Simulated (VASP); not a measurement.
Input of a VASP 6.6.1 run:

Contents of INCAR:

```
ALGO = Normal ; EDIFF = 1E-7
ENCUT = 520 ; GGA = PE
ISIF = 2 ; ISMEAR = -1
LASPH = T ; LCHARG = F
LREAL = F ; LWAVE = F
NBANDS = 13 ; NELM = 100
PREC = Accurate ; SIGMA = 0.1
```

File KPOINTS:

```
k-points
0
Gamma
  15 15 8
```

POSCAR

```
S
1.0
    3.3473244420      0.0000000000      0.0000000000
   -1.6736622210      2.8988680015      0.0000000000
    0.0000000000      0.0000000000      3.5137652753
S
2
Direct
    0.3333333333      0.6666666667      0.2500000000
    0.6666666667      0.3333333333      0.7500000000
```

Potentials or basis: VASP PAW PBE potentials, release 64 (S).

Launch:

```sh
$ cat potpaw_PBE.64/S/POTCAR > POTCAR
$ mpirun -np 1 vasp_std > vasp.out
```

(1) What does it give for the band gap on the k mesh?

(2) Predict the pressure.

Results:

(1) zero (band 6 reaches 7.64 eV, above the bottom of band 7 at 5.44 eV).

(2) -0.1 GPa.
